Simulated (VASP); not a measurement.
# AlN (R3m) in VASP: notebook, part 2 of 2

VASP 6.6.1. The steps go on from the part before.

## 3. Single point, r2SCAN

The input, POSCAR:

```
AlN
1.0
    2.1849006262     -2.1849006262      0.0000000000
    2.1849006262      0.0000000000     -2.1849006262
   10.1960572621      8.0113751260      8.0113751260
Al N
6 6
Direct
    0.8680798600     -0.1319201400      0.3958000000
    0.2569631933      0.2569631933      0.2291333333
    0.4791965267      0.4791965267      0.5624666667
    0.7014298600      0.7014298600      0.8958000000
    0.0903131933      0.0903131933      0.7291333333
    0.6458465267      0.6458465267      0.0624666667
    0.5208590267      0.5208590267      0.4374666667
    0.9097423600      0.9097423600      0.2708000000
    0.1319756933      0.1319756933      0.6041333333
    0.3542090267      0.3542090267      0.9374666667
   -0.2569076400     -0.2569076400      0.7708000000
    0.2986256933      0.2986256933      0.1041333333
```

The input, INCAR.step1:

```
SYSTEM = AlN
  PREC = Accurate
  ENCUT = 520
  ISMEAR = 0
  SIGMA = 0.05
  LREAL = .FALSE.
  LASPH = .TRUE.
  NELM = 80
  NBANDS = 36
  GGA = PE
  ALGO = Normal
  EDIFF = 1E-4
  LWAVE = .TRUE.
  LCHARG = .FALSE.
```

The input, INCAR.step2:

```
SYSTEM = AlN
  PREC = Accurate
  ENCUT = 520
  EDIFF = 1E-6
  ISMEAR = 0
  SIGMA = 0.05
  LREAL = .FALSE.
  LASPH = .TRUE.
  NELM = 80
  ALGO = Normal
  ISIF = 2
  LWAVE = .FALSE.
  LCHARG = .TRUE.
  METAGGA = R2SCAN
  LMIXTAU = .TRUE.
  LELF = .TRUE.
  LVHAR = .TRUE.
  NBANDS = 36
  ISTART = 1
```

The input, KPOINTS:

```
Automatic mesh
0
G
  8 8 2
  0 0 0
```

Potentials or basis: VASP PAW PBE potentials, release 64 (Al, N).

On the command line:

```sh
$ cat potpaw_PBE.64/Al/POTCAR potpaw_PBE.64/N/POTCAR > POTCAR
$ cp INCAR.step1 INCAR
$ mpirun -np 1 vasp_std > vasp.out
$ cp INCAR.step2 INCAR
$ mpirun -np 1 vasp_std > vasp.out
```

OUTCAR:

```text
SYSTEM = AlN
   PREC = Accurate
   ENCUT = 520
   EDIFF = 1E-6
   ISMEAR = 0
   LREAL = .FALSE.
   LASPH = .TRUE.
   NELM = 80
   ISIF = 2
   METAGGA = R2SCAN
   ISTART = 1

 ion  position               nearest neighbor table
   1  0.868  0.868  0.396-   7 1.89   8 1.89   7 1.89   7 1.89   3 3.09   2 3.09   3 3.09   3 3.09
                             2 3.09   2 3.09
   2  0.257  0.257  0.229-   8 1.89  12 1.89   8 1.89   8 1.89   6 3.09   6 3.09   6 3.09   1 3.09
                             1 3.09   1 3.09
   3  0.479  0.479  0.562-   9 1.89   9 1.89   7 1.89   9 1.89   5 3.09   5 3.09   5 3.09   1 3.09
                             1 3.09   1 3.09
   4  0.701  0.701  0.896-  10 1.89  11 1.89  10 1.89  10 1.89   6 2.52   5 3.09   5 3.09   5 3.09

   5  0.090  0.090  0.729-  11 1.89   9 1.89  11 1.89  11 1.89   3 3.09   3 3.09   3 3.09   4 3.09
                             4 3.09   4 3.09
   6  0.646  0.646  0.062-  12 1.89  12 1.89  12 1.89   4 2.52   2 3.09   2 3.09   2 3.09
   7  0.521  0.521  0.437-   1 1.89   3 1.89   1 1.89   1 1.89
   8  0.910  0.910  0.271-   2 1.89   1 1.89   2 1.89   2 1.89
   9  0.132  0.132  0.604-   3 1.89   3 1.89   5 1.89   3 1.89
  10  0.354  0.354  0.937-   4 1.89   4 1.89   4 1.89
  11  0.743  0.743  0.771-   5 1.89   4 1.89   5 1.89   5 1.89
  12  0.299  0.299  0.104-   6 1.89   6 1.89   2 1.89   6 1.89

  LATTYP: Found a trigonal (rhomboedric) cell.
 ALAT       =    15.2421732870
 COS(alpha) =     0.9794520407

  Lattice vectors:

 A1 = (  10.1960572621,   8.0113751260,   8.0113751260)
 A2 = (   8.0111566359,  10.1962757522,   8.0113751260)
 A3 = (   8.0111566359,   8.0113751260,  10.1962757522)

Analysis of symmetry for initial positions (statically):
=====================================================================
 Subroutine PRICEL returns:
 Original cell was already a primitive cell.

 Routine SETGRP: Setting up the symmetry group for a
 trigonal (rhombohedral) supercell.

 Subroutine GETGRP returns: Found  2 space group operations
[... 189 lines left out ...]
   LRPA    =     F    only Hartree local field effects (RPA)
 non-spin polarized calculation
 Gauss-broadening in eV      SIGMA  =   0.05
  energy-cutoff  :      520.00
  volume of cell :      125.16
 maximum number of plane-waves:      3398
   NGX = 11   NGY = 11   NGZ = 57

 number of electron      48.0000006 magnetization

 Free energy of the ion-electron system (eV)
  ---------------------------------------------------
  ext. energy  EPLUGINS =         0.00000000
  ---------------------------------------------------
  free energy    TOTEN  =      -112.69236900 eV

  energy without entropy =     -112.69236900  energy(sigma->0) =     -112.69236900

 E-fermi :   6.5849     XC(G=0): -11.4434

 val. band max:        6.3051127909   @ k =  -0.3750   0.3750   0.0000
 cond. band min:       9.2911260662   @ k =   0.5000   0.0000  -0.0000
 fundamental gap:      2.9860132753
 Fermi energy:         6.5849079436

 k-point     1 :       0.0000    0.0000    0.0000
  band No.  band energies     occupation
      1     -10.0448      2.00000
      2      -9.6288      2.00000
      3      -9.5422      2.00000
      4      -8.6300      2.00000
      5      -8.5569      2.00000
      6      -7.9174      2.00000
[... 925 lines left out ...]
     35      17.1109      0.00000
     36      17.5496      0.00000

 [... further k-points ...]

------------------------ aborting loop because EDIFF is reached ----------------------------------------

  FORCE on cell =-STRESS in cart. coord.  units (eV):
  Direction    XX          YY          ZZ          XY          YZ          ZX
  --------------------------------------------------------------------------------------
  -------------------------------------------------------------------------------------
  Total       -0.1999265     -0.1968265     -0.1968265      3.8074746      3.8081855      3.8074751
  in kB       -2.5592022     -2.5195203     -2.5195203     48.7384021     48.7475021     48.7384083
  external PRESSURE =      -2.5327476 kB  Pullay stress =       0.0000000 kB

 VOLUME and BASIS-vectors are now :
 -----------------------------------------------------------------------------
  energy-cutoff  :      520.00
  volume of cell :      125.16
      direct lattice vectors                 reciprocal lattice vectors
     2.184900626 -2.184900626  0.000000000     0.139849991 -0.317836728  0.139849991
     2.184900626  0.000000000 -2.184900626     0.139849991  0.139849991 -0.317836728
    10.196057262  8.011375126  8.011375126     0.038140560  0.038140560  0.038140560

 POSITION                                       TOTAL-FORCE (eV/Angst)
 -----------------------------------------------------------------------------------
      7.82894      1.27423      1.27423         0.029823      0.029826      0.029826
      3.45913      1.27423      1.27423         0.172339      0.172522      0.172522
      7.82894      3.45913      3.45913         0.032088      0.031937      0.031937
     12.19874      5.64404      5.64404        -1.116217     -1.116409     -1.116409
      7.82894      5.64404      5.64404         0.038967      0.039105      0.039105
      3.45913     -0.91067     -0.91067         0.476099      0.476483      0.476483
      6.73649      2.36668      2.36668        -0.028388     -0.028398     -0.028398
      6.73649      0.18178      0.18178        -0.018714     -0.018668     -0.018668
      6.73649      4.55158      4.55158        -0.029922     -0.029951     -0.029951
     11.10629      6.73649      6.73649        -0.294221     -0.294967     -0.294967
     11.10629      4.55158      4.55158        -0.060225     -0.060204     -0.060204
      2.36668      0.18178      0.18178         0.798370      0.798725      0.798725
 -----------------------------------------------------------------------------------
    total drift:                                0.029622      0.029677      0.029677

  FREE ENERGIE OF THE ION-ELECTRON SYSTEM (eV)
  ---------------------------------------------------
  free  energy   TOTEN  =      -112.6923689959 eV

  energy  without entropy=     -112.6923689959  energy(sigma->0) =     -112.69236900
```

OUTCAR.step1:

```text
SYSTEM = AlN
   PREC = Accurate
   ENCUT = 520
   ISMEAR = 0
   LREAL = .FALSE.
   LASPH = .TRUE.
   NELM = 80
[... 1223 lines left out ...]
     11.10629      6.73649      6.73649        -0.188819     -0.189549     -0.189549
     11.10629      4.55158      4.55158        -0.065299     -0.065327     -0.065327
      2.36668      0.18178      0.18178         0.755091      0.755470      0.755470
 -----------------------------------------------------------------------------------
    total drift:                                0.000458      0.000440      0.000440

  FREE ENERGIE OF THE ION-ELECTRON SYSTEM (eV)
  ---------------------------------------------------
  free  energy   TOTEN  =       -86.8615303607 eV

  energy  without entropy=      -86.8615303607  energy(sigma->0) =      -86.86153036
```

Wall time 4.9 min (1 thread of Intel Xeon 6975P-C (Granite Rapids), shared host); peak memory 0.34 GiB.

What came out:

| Property | Result |
| --- | --- |
| Free energy | -112.6924 eV |
| Pressure | -0.3 GPa |
| Largest force | 1.934 eV/Å |
| Band gap on the k mesh | 2.99 eV, indirect (least direct gap 3.04 eV) |

Forces on the atoms (eV/Å):
```
Al   0.030  0.030  0.030
Al   0.172  0.173  0.173
Al   0.032  0.032  0.032
Al  -1.116 -1.116 -1.116
Al   0.039  0.039  0.039
Al   0.476  0.476  0.476
N   -0.028 -0.028 -0.028
N   -0.019 -0.019 -0.019
N   -0.030 -0.030 -0.030
N   -0.294 -0.295 -0.295
N   -0.060 -0.060 -0.060
N    0.798  0.799  0.799
```

Caveat: the PAW data sets were made with another functional, which shifts forces and pressure a little.
